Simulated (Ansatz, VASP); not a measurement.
# GaN: VASP beside Ansatz

```xyz
2
Lattice="0.0000 2.2384 2.2384 2.2384 0.0000 2.2384 2.2384 2.2384 0.0000" Properties=species:S:1:pos:R:3 pbc="T T T"
Ga    0.0000    0.0000    0.0000
N     1.1192    1.1192    1.1192
```

Alike in both runs: task single point; functional PBE; dispersion D4; k mesh 10 × 10 × 10; occupations fermi-dirac, width 0.05 eV; no spin polarisation.

|  | VASP | Ansatz |
| --- | --- | --- |
| version | VASP 6.6.1 | Ansatz 0.2.0 |
| potentials or method | VASP PAW PBE potentials, release 64 (Ga_d, N) | Ansatz PAW |
| plane-wave cutoff (eV) | 520 | 420 |
| valence electrons in the cell | 18 | 18 |

|  | VASP | Ansatz | Ansatz less VASP |
| --- | --- | --- | --- |
| gap on the k mesh at the Fermi level (eV) | 1.85 | 1.84 | -0.011 |
| least direct gap on the mesh (eV) | 1.85 | 1.84 | -0.011 |
| pressure (GPa) | 3.2 | 3.2 | 0.00 |
